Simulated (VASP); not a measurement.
# TaN (P-62m) in VASP: notebook, part 2 of 2

VASP 6.6.1. Earlier steps stand in the parts before.

**5. Single point, PBEsol (12.02 Å³/atom)**

This run uses another cell than the first one, of 12.02 Å³/atom.

File INCAR:

```
  PREC = Accurate
  ENCUT = 520
  EDIFF = 1E-6
  ISMEAR = -1
  SIGMA = 0.01
  LREAL = F
  LASPH = T
  NELM = 80
  ALGO = Normal
  ISIF = 2
  LWAVE = F
  LCHARG = T
  GGA = PS
  LELF = T
  LVHAR = T
  NBANDS = 33
```

File KPOINTS:

```
regular mesh
0
Gamma
  6 6 9
```

File POSCAR:

```
TaN
1.0
    5.2979091092      0.0000000000      0.0000000000
   -2.6489545546      4.5881238755      0.0000000000
    0.0000000000      0.0000000000      2.9680929261
Ta N
3 3
Direct
    0.3333333333      0.6666666667      0.5000000000
    0.6666666667      0.3333333333      0.5000000000
    0.0000000000      0.0000000000      0.0000000000
    0.3928500000      0.0000000000      0.0000000000
    0.6071500000      0.6071500000      0.0000000000
    0.0000000000      0.3928500000      0.0000000000
```

Potentials or basis: VASP PAW PBE potentials, release 64 (Ta_pv, N).

Launch:

```sh
> cat potpaw_PBE.64/Ta_pv/POTCAR potpaw_PBE.64/N/POTCAR > POTCAR
> mpirun -np 1 vasp_std > vasp.out
```

OUTCAR:

```text
PREC = Accurate
   ENCUT = 520
   EDIFF = 1E-6
   ISMEAR = -1
   LREAL = F
   LASPH = T
   NELM = 80
   ISIF = 2
   GGA = PS

 ion  position               nearest neighbor table
   1  0.333  0.667  0.500-   4 2.21   4 2.21   6 2.21   6 2.21   5 2.21   5 2.21   2 3.06   2 3.06
                             2 3.06   3 3.40   3 3.40   3 3.40   3 3.40   3 3.40   3 3.40
   2  0.667  0.333  0.500-   6 2.21   6 2.21   4 2.21   4 2.21   5 2.21   5 2.21   1 3.06   1 3.06
                             1 3.06   3 3.40   3 3.40   3 3.40   3 3.40   3 3.40   3 3.40
   3  0.000  0.000  0.000-   5 2.08   6 2.08   4 2.08   2 3.40   1 3.40   1 3.40   2 3.40   1 3.40
                             1 3.40   2 3.40   2 3.40   2 3.40   2 3.40   1 3.40   1 3.40
   4  0.393  0.000  0.000-   3 2.08   1 2.21   1 2.21   2 2.21   2 2.21
   5  0.607  0.607  0.000-   3 2.08   2 2.21   2 2.21   1 2.21   1 2.21
   6  0.000  0.393  0.000-   3 2.08   2 2.21   2 2.21   1 2.21   1 2.21

  LATTYP: Found a hexagonal cell.
 ALAT       =     5.2979091092
 C/A-ratio  =     0.5602385516

  Lattice vectors:

 A1 = (   5.2979091092,   0.0000000000,   0.0000000000)
 A2 = (  -2.6489545546,   4.5881238755,   0.0000000000)
 A3 = (   0.0000000000,   0.0000000000,   2.9680929261)

Analysis of symmetry for initial positions (statically):
=====================================================================
 Subroutine PRICEL returns:
 Original cell was already a primitive cell.

 Routine SETGRP: Setting up the symmetry group for a
 hexagonal supercell.

 Subroutine GETGRP returns: Found 12 space group operations
 (whereof 12 operations were pure point group operations)
 out of a pool of 24 trial point group operations.

The static configuration has the point symmetry D_3h.

Analysis of symmetry for dynamics (positions and initial velocities):
=====================================================================
 Subroutine PRICEL returns:
 Original cell was already a primitive cell.

 Routine SETGRP: Setting up the symmetry group for a
 hexagonal supercell.

 Subroutine GETGRP returns: Found 12 space group operations
 (whereof 12 operations were pure point group operations)
 out of a pool of 24 trial point group operations.

The dynamic configuration has the point symmetry D_3h.

 Subroutine INISYM returns: Found 12 space group operations
 (whereof 12 operations are pure point group operations),
 and found     1 'primitive' translations

----------------------------------------------------------------------------------------

                                     Primitive cell

  volume of cell :      72.1468

  direct lattice vectors                    reciprocal lattice vectors
     5.297909109  0.000000000  0.000000000     0.188753710  0.108977005  0.000000000
    -2.648954555  4.588123876  0.000000000     0.000000000  0.217954011  0.000000000
     0.000000000  0.000000000  2.968092926     0.000000000  0.000000000  0.336916675

  length of vectors
     5.297909109  5.297909109  2.968092926     0.217954011  0.217954011  0.336916675

  position of ions in fractional coordinates (direct lattice)
     0.333333333  0.666666667  0.500000000
     0.666666667  0.333333333  0.500000000
     0.000000000  0.000000000  0.000000000
     0.392850000  0.000000000  0.000000000
     0.607150000  0.607150000  0.000000000
     0.000000000  0.392850000  0.000000000

[... 39 lines left out ...]
  0.333333  0.000000  0.000000      6.000000
  0.500000  0.000000  0.000000      3.000000
  0.166667  0.166667  0.000000      6.000000
  0.333333  0.166667  0.000000     12.000000
[... 16 lines left out ...]
  0.166667  0.000000  0.333333     12.000000
  0.333333  0.000000  0.333333     12.000000
 [... further k-points ...]
   k-points           NKPTS =     35   k-points in BZ     NKDIM =     35   number of bands    NBANDS=     33
   number of dos      NEDOS =    301   number of ions     NIONS =      6
   total plane-waves  NPLWV =  38400
   dimension x,y,z NGX =    40 NGY =   40 NGZ =   24
   dimension x,y,z NGXF=    80 NGYF=   80 NGZF=   48
   ions per type =               3   3
   NGX,Y,Z   is equivalent  to a cutoff of  12.55, 12.55, 13.44 a.u.
   NGXF,Y,Z  is equivalent  to a cutoff of  25.10, 25.10, 26.89 a.u.
 SYSTEM =  unknown system
   PREC   = accura    normal or accurate (medium, high low for compatibility)
   ISTART =      0    job   : 0-new  1-cont  2-samecut
   ICHARG =      2    charge: 1-file 2-atom 10-const
   ISPIN  =      1    spin polarized calculation?
   LNONCOLLINEAR =      F non collinear calculations
   LSORBIT =      F    spin-orbit coupling
   LASPH  =      T    aspherical Exc in radial PAW
   ENCUT  =  520.0 eV  38.22 Ry    6.18 a.u.   9.85  9.85  5.52*2*pi/ulx,y,z
   NELM   =     80;   NELMIN=  2; NELMDL= -5     # of ELM steps
   EDIFF  = 0.1E-05   stopping-criterion for ELM
   LREAL  =      F    real-space projection
   EDIFFG = 0.1E-04   stopping-criterion for IOM
   NSW    =      0    number of steps for IOM
   IBRION =     -1    ionic relax: 0-MD 1-quasi-New 2-CG
   NFREE  =      0    steps in history (QN), initial steepest desc. (CG)
   ISIF   =      2    stress and relaxation
   ISYM   =      2    0-nonsym 1-usesym 2-fastsym
   POTIM  = 0.5000    time-step for ionic-motion
   TEBEG  =    0.0;   TEEND  =   0.0 temperature during run
   PSTRESS=    0.0 pullay stress
   NELECT =      48.0000    total number of electrons
   NUPDOWN=      -1.0000    fix difference up-down
   EMIN   =  10.00;   EMAX   =-10.00  energy-range for DOS
   EFERMI =   0.00;   METHOD = LEGACY
   ISMEAR =    -1;   SIGMA  =   0.01  broadening in eV -4-tet -1-fermi 0-gaus
   EFERMI_NEDOS =   21; number of points for ismear=-14 and -15
   IALGO  =     38    algorithm
   IMIX   =      4    mixing-type and parameters
     AMIX     =   0.40;   BMIX     =  1.00
     AMIX_MAG =   1.60;   BMIX_MAG =  1.00
  volume/ion in A,a.u.               =      12.02        81.15
  Fermi-wavevector in a.u.,A,eV,Ry     =   1.429167  2.700733 27.790134  2.042517
  Thomas-Fermi vector in A             =   2.549150
   LORBIT       =      0    0 simple, 1 ext, 2 COOP (PROOUT), +10 PAW based schemes
   GGA     = PS    functional components
   LHFCALC =     F    Hartree Fock is set to
   AEXX    =    0.0000 exact exchange contribution
   IVDW    =     0    specifies the selected vdW correction
   LEPSILON=     F    determine dielectric tensor
   LRPA    =     F    only Hartree local field effects (RPA)
 non-spin polarized calculation
  energy-cutoff  :      520.00
  volume of cell :       72.15
 maximum number of plane-waves:      1964
 NGX is ok and might be reduce to    40
   NGX = 19   NGY = 19   NGZ = 11

 number of electron      48.0000001 magnetization

 Free energy of the ion-electron system (eV)
  ---------------------------------------------------
  ext. energy  EPLUGINS =         0.00000000
  ---------------------------------------------------
  free energy    TOTEN  =       -71.13746494 eV

  energy without entropy =      -71.13642337  energy(sigma->0) =      -71.13694416

 E-fermi :   7.5202     XC(G=0): -12.8517

 val. band max:        7.4880407486   @ k =   0.0000   0.0000   0.2222
 cond. band min:       7.5208928714   @ k =   0.1667   0.0000   0.2222
 fundamental gap:      0.0328521228
 Fermi energy:         7.5201784633

 k-point     1 :       0.0000    0.0000    0.0000
  band No.  band energies     occupation
      1     -28.6361      2.00000
      2     -28.6361      2.00000
      3     -28.3374      2.00000
      4     -28.3374      2.00000
      5     -28.2059      2.00000
      6     -28.1212      2.00000
[... 853 lines left out ...]
     32      10.9510      0.00000
     33      12.1967      0.00000

 [... further k-points ...]

------------------------ aborting loop because EDIFF is reached ----------------------------------------

  FORCE on cell =-STRESS in cart. coord.  units (eV):
  Direction    XX          YY          ZZ          XY          YZ          ZX
  --------------------------------------------------------------------------------------
  -------------------------------------------------------------------------------------
  Total       -8.4128816     -8.4128816     -9.5999557      0.0000000     -0.0000000     -0.0000000
  in kB     -186.8263928   -186.8263928   -213.1879634      0.0000000     -0.0000000     -0.0000000
  external PRESSURE =    -195.6135830 kB  Pullay stress =       0.0000000 kB

 VOLUME and BASIS-vectors are now :
 -----------------------------------------------------------------------------
  energy-cutoff  :      520.00
  volume of cell :       72.15
      direct lattice vectors                 reciprocal lattice vectors
     5.297909109  0.000000000  0.000000000     0.188753710  0.108977005  0.000000000
    -2.648954555  4.588123876  0.000000000     0.000000000  0.217954011  0.000000000
     0.000000000  0.000000000  2.968092926     0.000000000  0.000000000  0.336916675

 POSITION                                       TOTAL-FORCE (eV/Angst)
 -----------------------------------------------------------------------------------
     -0.00000      3.05875      1.48405        -0.000000      0.000000      0.000000
      2.64895      1.52937      1.48405        -0.000000      0.000000      0.000000
      0.00000      0.00000      0.00000        -0.000000      0.000000      0.000000
      2.08128      0.00000      0.00000        -0.211221      0.000000      0.000000
      1.60831      2.78568      0.00000         0.105610      0.182923      0.000000
     -1.04064      1.80244      0.00000         0.105610     -0.182923      0.000000
 -----------------------------------------------------------------------------------
    total drift:                               -0.000001     -0.000002      0.000001

  FREE ENERGIE OF THE ION-ELECTRON SYSTEM (eV)
  ---------------------------------------------------
  free  energy   TOTEN  =       -71.1374649417 eV

  energy  without entropy=      -71.1364233715  energy(sigma->0) =      -71.13694416
```

Run time: 56 s. Hardware: 1 thread of Intel Xeon 6975P-C (Granite Rapids), shared host; peak memory 0.22 GiB.

What came out:

```
Free energy            : -71.1375 eV
Pressure               : -19.6 GPa
Largest force          : 0.211 eV/Å
Band gap on the k mesh : zero (bands 24 and 25 overlap by 2.93 eV)
```

Forces on the atoms (eV/Å):
```
Ta   0.000  0.000  0.000
Ta   0.000  0.000  0.000
Ta   0.000  0.000  0.000
N   -0.211  0.000  0.000
N    0.106  0.183  0.000
N    0.106 -0.183  0.000
```

Caveat: the cell stands under tension; the PAW data sets were made with another functional, which shifts forces and pressure a little; spin-orbit coupling is left out, which moves the levels of the heavy elements.

**6. The runs side by side**

```tsv
cell	gap on the mesh (eV)	pressure (GPa)	largest force (eV/Å)
a = 5.126, b = 5.126, c = 2.872 Å, angles 90.0, 90.0, 120.0°, 6 atoms	none	11.5	0.22
a = 5.179, b = 5.179, c = 2.901 Å, angles 90.0, 90.0, 120.0°, 6 atoms	none	0.4	0.07
a = 5.230, b = 5.230, c = 2.930 Å, angles 90.0, 90.0, 120.0°, 6 atoms	none	-9.1	0.06
a = 5.298, b = 5.298, c = 2.968 Å, angles 90.0, 90.0, 120.0°, 6 atoms	none	-19.6	0.21
```

Alike in all rows: task single point; level PBEsol; potentials or basis VASP PAW PBE potentials, release 64 (Ta_pv, N); no spin polarisation; k mesh 6 × 6 × 9; cutoff (eV) 520; smearing fermi-dirac 0.01 eV.

Caveats: the PAW data sets were made with another functional, which shifts forces and pressure a little; spin-orbit coupling is left out, which moves the levels of the heavy elements; the cell stands under tension (at least some runs); the cell stands under pressure (at least some runs).

Absolute energies hang on the potentials; compare differences alone.
